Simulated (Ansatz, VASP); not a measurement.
# Two plane-wave programs on Ge

```
Ge
1.0
     3.77775    0.00000    0.00000
    -1.88888    3.27163    0.00000
     0.00000    0.00000    4.63854
Ge
3
Direct
  0.33334 0.00000 0.33333
  0.00000 0.33334 0.66667
  0.66666 0.66666 0.00000
```

Alike in both runs: functional r2SCAN; k mesh 6 × 6 × 4; occupations gaussian, width 0.1 eV; no spin polarisation.

Ansatz relaxed the structure, and its values are those at the end. VASP's run is a single point on that final structure, the one shown.

|  | VASP | Ansatz |
| --- | --- | --- |
| version | VASP 6.6.1 | Ansatz 0.2.0 |
| potentials or method | VASP PAW PBE potentials, release 64 (Ge_d), cutoff 520 eV | scalar-relativistic, plane waves, PAW |
| valence electrons in the cell | 42 | 42 |

```csv
,VASP,Ansatz,Ansatz less VASP
gap on the k mesh at the Fermi level (eV),none,none,-
pressure (GPa),-0.1,0.0,+0.14
```

VASP's potentials were made for PBE, not for r2SCAN. A gap of «none» marks a metal or a gap that the smearing closes.
